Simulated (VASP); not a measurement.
Sn, 1 atom in the cell. The structure is cubic, space group Pm-3m (No. 221). Conventional cell: a = 3.052 Å, b = 3.052 Å, c = 3.052 Å, α = 90.00°, β = 90.00°, γ = 90.00°. Within 4.0 Å of Sn (site symmetry m-3m) lie 6 Sn at 3.05 Å. 

| Quantity | Value |
| --- | --- |
| Program | VASP 6.6.1 |
| Task | single point |
| Functional | r2SCAN |
| Potentials or basis | VASP PAW PBE potentials, release 64 (Sn_d) |
| Cutoff | 520 eV |
| k mesh | 12 × 12 × 12 |
| Occupations | fermi-dirac, width 0.1 eV |
| Spin | no spin polarisation |
| Dipole correction | no |
| Further INCAR settings | ALGO = Normal; EDIFF = 1e-07; NBANDS = 13 |

Potentials or basis: VASP PAW PBE potentials, release 64 (Sn_d).

Run with:

```console
$ cat potpaw_PBE.64/Sn_d/POTCAR > POTCAR
$ cp INCAR.step1 INCAR
$ mpirun -np 1 vasp_std > vasp.out
$ cp INCAR.step2 INCAR
$ mpirun -np 1 vasp_std > vasp.out
```

Hardware: 1 thread of AMD EPYC 9R45 96-Core Processor (Zen 5), with other jobs on the host.

Question: Estimate the wall time of this run.

Answer: It took 47 s on 1 thread of AMD EPYC 9R45 96-Core Processor (Zen 5), with other jobs on the host, peak memory 0.13 GiB. Counts: k points 84.
